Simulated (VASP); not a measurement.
Write the native input for VASP 6.6.1 that does the following.

```yaml
Task: single point
Functional: PBE
Potentials_or_basis: VASP PAW PBE potentials, release 64 (Na_pv, Os)
Cutoff: 520 eV
k_mesh: 6 × 6 × 4
Occupations: gaussian, width 0.1 eV
Spin: no spin polarisation
Dipole_correction: no
Further_INCAR_settings: ALGO = Fast; EDIFF = 1e-06; NBANDS = 18
```

The structure of Na2Os lies in POSCAR:

```
Na2Os
1.0
    5.1266975758      0.0000000000      0.0000000000
   -2.5633487879      4.4398503382      0.0000000000
    0.0000000000      0.0000000000      2.5175182936
Na Os
2 1
Direct
    0.3333333333      0.6666666667      0.5000000000
    0.6666666667      0.3333333333      0.5000000000
    0.0000000000      0.0000000000      0.0000000000
```

One way to write it, as run:

INCAR

```
SYSTEM = Na2Os
PREC = Accurate
ENCUT = 520
EDIFF = 1E-6
ISMEAR = 0
SIGMA = 0.1
LREAL = .False.
LASPH = .True.
NELM = 80
ALGO = Fast
ISIF = 2
LWAVE = .False.
LCHARG = .False.
GGA = PE
NBANDS = 18
```

KPOINTS

```
regular mesh
0
Gamma
  6 6 4
  0 0 0
```

Potentials or basis: VASP PAW PBE potentials, release 64 (Na_pv, Os).

Launch:

```bash
$ cat potpaw_PBE.64/Na_pv/POTCAR potpaw_PBE.64/Os/POTCAR > POTCAR
$ mpirun -np 1 vasp_std > vasp.out
```

It gave:

* Pressure: -0.1 GPa
* Band gap on the k mesh: zero (bands 11 and 12 overlap by 3.11 eV)

Caveat: the k points lie up to 0.62 Å⁻¹ apart, too coarse for converged energies and pressures of a metal; spin-orbit coupling is left out, which moves the levels of the heavy elements.

Wall time 9.1 s on 1 thread of Intel(R) Xeon(R) 6975P-C (Granite Rapids) (shared host), peak memory 0.18 GiB.
